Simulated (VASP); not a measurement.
# MnSi (rocksalt type) (Fm-3m) in VASP: relaxation of cell and atoms with r2SCAN

Aim: the relaxation of cell and atoms of MnSi (rocksalt type) with r2SCAN.

All numbers are computed with VASP 6.6.1; they aren't measurements. Logs are shortened: lines on timing, memory, paths and dates and some standing lists are left out, and cuts for length are marked.

## 1. The cell of the first run

The structure is cubic, space group Fm-3m (No. 225). Conventional cell: a = 4.952 Å, b = 4.952 Å, c = 4.952 Å, α = 90.00°, β = 90.00°, γ = 90.00°. Mn (site symmetry m-3m) has 6 Si at 2.48 Å within 3.3 Å. Si (site symmetry m-3m) has 6 Mn at 2.48 Å within 3.3 Å.

## 2. Relaxation of cell and atoms, r2SCAN, collinear spin, ferromagnetic start, target pressure -0.98 GPa, at which the enthalpy is minimised

POSCAR

```
MnSi
1.0
    0.0000000000      2.4760320894      2.4760320894
    2.4760320894      0.0000000000      2.4760320894
    2.4760320894      2.4760320894      0.0000000000
Mn Si
1 1
Direct
    0.0000000000      0.0000000000      0.0000000000
    0.5000000000      0.5000000000      0.5000000000
```

INCAR.step1

```
PREC = Accurate
ENCUT = 600
ISMEAR = -1
SIGMA = 0.1
LREAL = F
LASPH = T
NELM = 150
ISPIN = 2
MAGMOM = 3 0
LMAXMIX = 4
GGA = PE
ALGO = Normal
EDIFF = 1E-4
LWAVE = T
LCHARG = F
```

INCAR.step2

```
PREC = Accurate
ENCUT = 600
EDIFF = 1E-6
ISMEAR = -1
SIGMA = 0.1
LREAL = F
LASPH = T
NELM = 150
ALGO = Normal
ISIF = 3
LWAVE = F
LCHARG = F
ISPIN = 2
MAGMOM = 3 0
LORBIT = 11
LMAXMIX = 4
METAGGA = R2SCAN
LMIXTAU = T
IBRION = 2
NSW = 60
EDIFFG = -0.005
PSTRESS = -9.8
ISTART = 1
```

KPOINTS

```
regular mesh
0
Gamma
  14 14 14
```

Potentials or basis: VASP PAW PBE potentials, release 64 (Mn_pv, Si).

On the command line:

```console
> cat potpaw_PBE.64/Mn_pv/POTCAR potpaw_PBE.64/Si/POTCAR > POTCAR
> cp INCAR.step1 INCAR
> mpirun -np 1 vasp_std > vasp.out
> cp INCAR.step2 INCAR
> mpirun -np 1 vasp_std > vasp.out
```

OUTCAR:

```text
PREC = Accurate
   ENCUT = 600
   EDIFF = 1E-6
   ISMEAR = -1
   LREAL = F
   LASPH = T
   NELM = 150
   ISIF = 3
   ISPIN = 2
   LORBIT = 11
   METAGGA = R2SCAN
   IBRION = 2
   NSW = 60
   EDIFFG = -0.005
   PSTRESS = -9.8
   ISTART = 1

 ion  position               nearest neighbor table
   1  0.000  0.000  0.000-   2 2.48   2 2.48   2 2.48   2 2.48   2 2.48   2 2.48
   2  0.500  0.500  0.500-   1 2.48   1 2.48   1 2.48   1 2.48   1 2.48   1 2.48

  LATTYP: Found a face centered cubic cell.
 ALAT       =     4.9520641788

  Lattice vectors:

 A1 = (   0.0000000000,   2.4760320894,   2.4760320894)
 A2 = (   2.4760320894,   0.0000000000,   2.4760320894)
 A3 = (   2.4760320894,   2.4760320894,   0.0000000000)

Analysis of symmetry for initial positions (statically):
=====================================================================
 Subroutine PRICEL returns:
 Original cell was already a primitive cell.

 Routine SETGRP: Setting up the symmetry group for a
 face centered cubic supercell.

 Subroutine GETGRP returns: Found 48 space group operations
 (whereof 48 operations were pure point group operations)
 out of a pool of 48 trial point group operations.

The static configuration has the point symmetry O_h .

Analysis of symmetry for dynamics (positions and initial velocities):
=====================================================================
 Subroutine PRICEL returns:
 Original cell was already a primitive cell.

 Routine SETGRP: Setting up the symmetry group for a
 face centered cubic supercell.

 Subroutine GETGRP returns: Found 48 space group operations
 (whereof 48 operations were pure point group operations)
 out of a pool of 48 trial point group operations.

The dynamic configuration has the point symmetry O_h .

Analysis of structural, dynamic, and magnetic symmetry:
=====================================================================
 Subroutine PRICEL returns:
 Original cell was already a primitive cell.

 Routine SETGRP: Setting up the symmetry group for a
 face centered cubic supercell.

 Subroutine GETGRP returns: Found 48 space group operations
 (whereof 48 operations were pure point group operations)
 out of a pool of 48 trial point group operations.

The overall configuration has the point symmetry O_h .

 Subroutine INISYM returns: Found 48 space group operations
 (whereof 48 operations are pure point group operations),
 and found     1 'primitive' translations

----------------------------------------------------------------------------------------

                                     Primitive cell

[... 142 lines left out ...]
 fundamental gap:      0.0157449714
 Fermi energy:         8.0140043662

 spin component 1

 k-point     1 :       0.0000    0.0000    0.0000
  band No.  band energies     occupation
      1     -43.9387      1.00000
      2     -43.9387      1.00000
      3     -43.9386      1.00000
      4      -3.5812      1.00000
      5       4.6538      1.00000
      6       4.6538      1.00000
      7       4.6538      1.00000
      8       5.2438      1.00000
      9       5.2438      1.00000
     10      11.6924      0.00000
     11      11.6925      0.00000
     12      11.6925      0.00000
     13      18.1501      0.00000
     14      18.1501      0.00000
[... 379 lines left out ...]
      3     -43.9412      1.00000
      4      -2.2248      1.00000
      5       4.0619      1.00000
      6       4.3343      1.00000
      7       4.7085      1.00000
      8       5.0032      1.00000
      9       5.3966      1.00000
     10       8.6520      0.00169
     11      10.6725      0.00000
     12      12.2695      0.00000
     13      14.9944      0.00000
     14      16.2981      0.00000

 [... further k-points ...]

 spin component 2

 k-point     1 :       0.0000    0.0000    0.0000
  band No.  band energies     occupation
      1     -39.4442      1.00000
      2     -39.4440      1.00000
      3     -39.4438      1.00000
      4      -3.8224      1.00000
      5       8.0077      0.51571
      6       8.0078      0.51557
      7       8.6105      0.00256
      8       8.6106      0.00256
      9       8.6108      0.00255
     10      11.3792      0.00000
     11      11.3792      0.00000
     12      11.3792      0.00000
     13      19.1028      0.00000
     14      19.1028      0.00000
[... 379 lines left out ...]
      3     -39.4474      1.00000
      4      -2.4700      1.00000
      5       5.6949      1.00000
      6       6.7554      1.00000
      7       7.2640      0.99945
      8       8.7667      0.00054
      9       8.9693      0.00007
     10      10.9185      0.00000
     11      11.8380      0.00000
     12      13.2146      0.00000
     13      16.0849      0.00000
     14      16.9018      0.00000

 [... further k-points ...]

------------------------ aborting loop because EDIFF is reached ----------------------------------------

  FORCE on cell =-STRESS in cart. coord.  units (eV):
  Direction    XX          YY          ZZ          XY          YZ          ZX
  --------------------------------------------------------------------------------------
  -------------------------------------------------------------------------------------
  Total       -0.1844923     -0.1844923     -0.1844923     -0.0000000      0.0000000      0.0000000
  in kB       -9.7362117     -9.7362117     -9.7362117     -0.0000000      0.0000000      0.0000000
  external PRESSURE =       0.0637883 kB  Pullay stress =      -9.8000000 kB

 VOLUME and BASIS-vectors are now :
 -----------------------------------------------------------------------------
  energy-cutoff  :      600.00
  volume of cell :       30.36
      direct lattice vectors                 reciprocal lattice vectors
     0.000000000  2.476032089  2.476032089    -0.201935994  0.201935994  0.201935994
     2.476032089  0.000000000  2.476032089     0.201935994 -0.201935994  0.201935994
     2.476032089  2.476032089  0.000000000     0.201935994  0.201935994 -0.201935994

 POSITION                                       TOTAL-FORCE (eV/Angst)
 -----------------------------------------------------------------------------------
      0.00000      0.00000      0.00000        -0.000000      0.000000     -0.000000
      2.47603      2.47603      2.47603         0.000000     -0.000000      0.000000
 -----------------------------------------------------------------------------------
    total drift:                               -0.000000      0.000000      0.000000

  FREE ENERGIE OF THE ION-ELECTRON SYSTEM (eV)
  ---------------------------------------------------
  free  energy   TOTEN  =       -23.3887748187 eV

  energy  without entropy=      -23.3640918495  energy(sigma->0) =      -23.37643333

  enthalpy is  TOTEN    =       -23.5744758414 eV   P V=       -0.1857010227

 reached required accuracy - stopping structural energy minimisation

 total charge

# of ion       s       p       d       tot
------------------------------------------
    1        0.347   6.247   5.092  11.685
    2        0.790   0.912   0.000   1.702
--------------------------------------------------
tot          1.137   7.158   5.092  13.387

 magnetization (x)

# of ion       s       p       d       tot
------------------------------------------
    1        0.075   0.011   3.163   3.249
    2       -0.023  -0.165   0.000  -0.188
--------------------------------------------------
tot          0.051  -0.154   3.163   3.061
```

OSZICAR.step1:

```text
N       E                     dE             d eps       ncg     rms          rms(c)
DAV:   1     0.118988289834E+03    0.11899E+03   -0.10638E+04  5832   0.145E+03
DAV:   2    -0.125365412688E+02   -0.13152E+03   -0.12627E+03  6094   0.341E+02
DAV:   3    -0.159389540451E+02   -0.34024E+01   -0.33618E+01  6826   0.616E+01
DAV:   4    -0.159805857882E+02   -0.41632E-01   -0.41618E-01  6682   0.686E+00
DAV:   5    -0.159814546394E+02   -0.86885E-03   -0.86884E-03  7060   0.101E+00    0.144E+01
DAV:   6    -0.179637919300E+02   -0.19823E+01   -0.23172E+01  6046   0.717E+01    0.210E+01
DAV:   7    -0.140586472424E+02    0.39051E+01   -0.11572E+01  5864   0.493E+01    0.426E+00
DAV:   8    -0.141299201080E+02   -0.71273E-01   -0.37477E-01  6016   0.493E+00    0.181E+00
DAV:   9    -0.141418607369E+02   -0.11941E-01   -0.38660E-02  6412   0.209E+00    0.785E-01
DAV:  10    -0.141420789977E+02   -0.21826E-03   -0.48202E-03  6700   0.571E-01    0.396E-01
DAV:  11    -0.141420662107E+02    0.12787E-04   -0.43387E-04  6286   0.251E-01
   1 F= -.14142066E+02 E0= -.14120395E+02  d E =-.433423E-01  mag=     2.7128
```

Run time: 7.9 min. Hardware: 1 thread of Oxide Virtual Turin-like, shared host; peak memory 0.21 GiB.

What came out:

| Quantity | Value |
| --- | --- |
| Free energy | -23.3888 eV |
| Pressure after relaxing | -1.0 GPa |
| Band gap on the k mesh | zero (filled and empty bands overlap) |
| Net moment | 3.01 μB per cell |
| Site moments | Mn +3.25; Si -0.19 μB |
| Valence electrons inside the program's atomic spheres | Mn 11.69; Si 1.70 |

Final structure:
```cif
data_structure
_symmetry_space_group_name_H-M 'P 1'
_symmetry_Int_Tables_number 1
_cell_length_a 3.5016
_cell_length_b 3.5016
_cell_length_c 3.5016
_cell_angle_alpha 60.000
_cell_angle_beta 60.000
_cell_angle_gamma 60.000
_cell_volume 30.36
loop_
_atom_site_label
_atom_site_type_symbol
_atom_site_fract_x
_atom_site_fract_y
_atom_site_fract_z
_atom_site_occupancy
Mn1 Mn 0.00000 0.00000 0.00000 1
Si1 Si 0.50000 0.50000 0.50000 1
```

Levels at points of the mesh, in eV from the Fermi level:
Spin up:
| k point | band 6 | band 7 | band 8 | band 9 | band 10 | band 11 | band 12 | band 13 | band 14 |
| --- | --- | --- | --- | --- | --- | --- | --- | --- | --- |
| (0.00, 0.00, 0.00) | -3.36 | -3.36 | -2.77 | -2.77 | 3.68 | 3.68 | 3.68 | 10.14 | 10.14 |
| (0.50, 0.00, 0.00) | -3.83 | -3.83 | -2.47 | -2.47 | -1.72 | 5.66 | 5.66 | 6.40 | 6.42 |
| (0.50, 0.50, 0.00) | -4.12 | -2.40 | -2.40 | -2.38 | -0.50 | -0.15 | -0.15 | 3.93 | 6.51 |
Spin down:
```
           k point  band 4  band 5  band 6  band 7  band 8  band 9  band 10  band 11
(0.00, 0.00, 0.00)  -11.84   -0.01   -0.01    0.60    0.60    0.60     3.37     3.37
(0.50, 0.00, 0.00)   -8.29   -6.01   -1.85   -1.85    2.02    2.02     2.64     6.26
(0.50, 0.50, 0.00)   -7.87   -4.77   -1.10   -0.30   -0.30    0.58     1.98     2.49
```

Caveat: the relaxation stopped at its first step, so nothing moved; the cell is relaxed towards a set pressure, so the run minimises the enthalpy, not the energy; the PAW data sets were made with another functional, which shifts forces and pressure a little.
